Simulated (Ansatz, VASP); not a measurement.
# One calculation of Hf2Cl, two programs

Contents of INCAR:

```
SYSTEM = Hf2Cl
ALGO = Normal
EDIFF = 1E-6
EDIFFG = -0.04
ENCUT = 600
GGA = PE
IBRION = 2
ISIF = 3
ISMEAR = 0
LASPH = .True.
LCHARG = .False.
LREAL = .False.
LWAVE = .False.
NELM = 80
NSW = 90
PREC = Accurate
SIGMA = 0.1
```

The input KPOINTS:

```
k-points
0
Gamma
  4 4 4
  0 0 0
```

Contents of POSCAR:

```
Hf2Cl
1.0
    5.9873700226      0.0000000000      0.0000000000
    0.0000000000      5.9873700226      0.0000000000
    0.0000000000      0.0000000000      3.8564710267
Hf Cl
4 2
Direct
    0.3060000000      0.3060000000      0.0000000000
    0.1940000000      0.8060000000      0.5000000000
    0.6940000000      0.6940000000      0.0000000000
    0.8060000000      0.1940000000      0.5000000000
    0.0000000000      0.0000000000      0.0000000000
    0.5000000000      0.5000000000      0.5000000000
```

Input for Ansatz:

```yaml
crystal:
  lattice:
    - [5.9873700226, 0.0, 0.0]
    - [0.0, 5.9873700226, 0.0]
    - [0.0, 0.0, 3.8564710267]
  atoms:
    - { symbol: Hf, position: [0.306, 0.306, 0.0] }
    - { symbol: Hf, position: [0.194, 0.806, 0.5] }
    - { symbol: Hf, position: [0.694, 0.694, 0.0] }
    - { symbol: Hf, position: [0.806, 0.194, 0.5] }
    - { symbol: Cl, position: [0.0, 0.0, 0.0] }
    - { symbol: Cl, position: [0.5, 0.5, 0.5] }
basis:
  ecutwfc: 420
kpoints:
  mp_grid: { grid: [4, 4, 4] }
hamiltonian:
  xc: pbe
scf:
  occupations: { method: gaussian, width: 0.1 }
  lower_state_search: "off"
output:
  forces: true
  stress: true
  eigenvalues: true
relax:
  adjacent_minimum: "off"
  f_tol: 0.04
  max_steps: 70
  cell: { stress_tol: 0.4 }
```

Alike in both runs: task relaxation of cell and atoms; functional PBE; k mesh 4 × 4 × 4; occupations gaussian, width 0.1 eV; no spin polarisation.

|  | VASP | Ansatz |
| --- | --- | --- |
| version | VASP 6.6.1 | Ansatz 0.2.0 |
| potentials or method | VASP PAW PBE potentials, release 64 (Hf_pv, Cl), cutoff 600 eV | scalar-relativistic, plane waves, PAW |
| valence electrons in the cell | 54 | 118 |

VASP gave:

```
gap on the k mesh at the Fermi level, each at its own relaxed structure (eV) : none
relaxed volume (Å³/atom)                                                     : 20.41
relaxed length of the cell vector where the two differ most in proportion (Å)              : 6.032
```

Question: What did Ansatz give for the same quantities?

Answer: gap on the k mesh at the Fermi level, each at its own relaxed structure (eV): none; relaxed volume (Å³/atom): 20.53; relaxed length of the cell vector where the two differ most in proportion (Å): 6.063.

A gap of «none» marks a metal or a gap that the smearing closes. VASP's potentials hold 54 valence electrons a cell and Ansatz's 118, so a difference there can come from the potentials and not from the codes.

The k mesh is coarse, so the values compare programs but aren't converged. Spin-orbit coupling is off throughout.
